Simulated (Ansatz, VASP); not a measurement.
# Pb in VASP and in Ansatz

The input INCAR:

```
  PREC = Accurate
  ENCUT = 520
  EDIFF = 1E-6
  ISMEAR = -1
  SIGMA = 0.1
  LREAL = False
  LASPH = True
  NELM = 80
  ALGO = Normal
  ISIF = 2
  LWAVE = False
  LCHARG = False
  NBANDS = 13
```

The input KPOINTS:

```
regular mesh
0
Gamma
  3 3 3
```

Contents of POSCAR:

```
Pb
1.0
    0.0000000000      2.4375492138      2.4375492138
    2.4375492138      0.0000000000      2.4375492138
    2.4375492138      2.4375492138      0.0000000000
Pb
1
Direct
    0.0000000000      0.0000000000      0.0000000000
```

Input for Ansatz:

```yaml
crystal:
  lattice:
    - [0.0, 2.4375492138, 2.4375492138]
    - [2.4375492138, 0.0, 2.4375492138]
    - [2.4375492138, 2.4375492138, 0.0]
  atoms:
    - { symbol: Pb, position: [0.0, 0.0, 0.0] }
hamiltonian:
  xc: lda
  pseudopotentials:
    kind: paw
    azcp:
      Pb: "pseudopotentials/Pb.paw.azcp"
basis:
  ecutwfc: 420
  fft_grid_basis: typed
kpoints:
  mp_grid: { grid: [3, 3, 3], shift: [0, 0, 0] }
magnetization:
  spin_polarized: false
scf:
  occupations: { method: fermi_dirac, width: 0.1 }
  lower_state_search: "off"
output:
  stress: true
```

Alike in both runs: task single point; functional LDA; k mesh 3 × 3 × 3; occupations fermi-dirac, width 0.1 eV; no spin polarisation.

|  | VASP | Ansatz |
| --- | --- | --- |
| version | VASP 6.6.1 | Ansatz 0.2.0 |
| potentials or method | VASP PAW LDA potentials, release 64 (Pb_d), cutoff 520 eV | plane waves (420 eV) with PAW, scalar-relativistic |
| valence electrons in the cell | 14 | 14 |

VASP gave:

```
pressure (GPa) : -0.9
```

Problem. What did Ansatz give for the same quantities?

Solution. Pressure (GPa): -1.0.

Ansatz warns that its potentials were made for another functional, while VASP's fit it. LDA's correlation is that of Perdew and Zunger in VASP and of Perdew and Wang (1992) in Ansatz.

The k mesh is coarse, so the values compare programs but aren't converged. Spin-orbit coupling is off throughout.
